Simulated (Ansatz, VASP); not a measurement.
# Ru5C: VASP beside Ansatz

INCAR

```
SYSTEM = Ru5C
PREC = Accurate
ENCUT = 520
EDIFF = 1E-6
ISMEAR = 0
SIGMA = 0.1
LREAL = .False.
LASPH = .True.
NELM = 150
ALGO = Normal
ISIF = 2
LWAVE = .False.
LCHARG = .False.
ISPIN = 2
MAGMOM = 0 0 0 0 0 2
LORBIT = 11
LMAXMIX = 4
LDIPOL = .True.
IDIPOL = 3
DIPOL = 0.5 0.5 0.367
GGA = CA
NBANDS = 50
KPAR = 4
```

KPOINTS

```
Automatic mesh
0
Gamma
  12 12 1
  0 0 0
```

File POSCAR:

```
Ru5C
1.0
    2.6740588505      0.0000000000      0.0000000000
   -1.3370294253      2.3158028958      0.0000000000
    0.0000000000      0.0000000000     25.3999246690
Ru C
5 1
Direct
    0.6666666667      0.3333333333      0.1574807820
    0.3333333333      0.6666666667      0.2406849853
    0.6666666667      0.3333333333      0.3240221034
    0.3333333333      0.6666666667      0.4078536871
    0.6666666667      0.3333333333      0.4881874585
    1.1666666667      0.3333333333      0.5814948218
```

Input for Ansatz:

```yaml
crystal:
  lattice:
    - [2.6740588505, 0.0, 0.0]
    - [-1.3370294253, 2.3158028958, 0.0]
    - [0.0, 0.0, 25.399924669]
  atoms:
    - { symbol: Ru, position: [0.6666666667, 0.3333333333, 0.157480782] }
    - { symbol: Ru, position: [0.3333333333, 0.6666666667, 0.2406849853] }
    - { symbol: Ru, position: [0.6666666667, 0.3333333333, 0.3240221034] }
    - { symbol: Ru, position: [0.3333333333, 0.6666666667, 0.4078536871] }
    - { symbol: Ru, position: [0.6666666667, 0.3333333333, 0.4881874585] }
    - { symbol: C, position: [1.1666666667, 0.3333333333, 0.5814948218], spin: 2.0 }
basis:
  ecutwfc: 420
kpoints:
  mp_grid: { grid: [12, 12, 1] }
hamiltonian:
  xc: lda
  pseudopotentials: { kind: paw, azcp: { folder: soft_1 } }
scf:
  occupations: { method: gaussian, width: 0.1 }
output:
  forces: true
  eigenvalues: true
  populations: true
magnetization:
  spin_polarized: true
efield:
  axis: 3
  dipole_correction: true
  ramp_width: 0.04
```

Alike in both runs: task single point; functional LDA; k mesh 12 × 12 × 1; occupations gaussian, width 0.1 eV; collinear spin.

```csv
,VASP,Ansatz
version,VASP 6.6.1,Ansatz 0.2.0
potentials or method,"VASP PAW LDA potentials, release 64 (Ru_pv, C), cutoff 520 eV","scalar-relativistic, plane waves, PAW"
valence electrons in the cell,74,84
```

|  | VASP | Ansatz | Ansatz less VASP |
| --- | --- | --- | --- |
| gap on the k mesh at the Fermi level (eV) | none | none | - |
| rms of the force components (eV/Å) | 0.785 | 0.780 | -0.0051 |
| net moment per atom (μB) | 0.00 | 0.00 | 0.000 |

Ansatz warns that its potentials were made for another functional, while VASP's fit it. LDA's correlation is that of Perdew and Zunger in VASP and of Perdew and Wang (1992) in Ansatz. Atom by atom the forces differ by 0.019 eV/Å (rms over components). A gap of «none» marks a metal or a gap that the smearing closes. VASP's potentials hold 74 valence electrons a cell and Ansatz's 84, so a difference there can come from the potentials and not from the codes. Ansatz's warnings: seeded moment not kept.
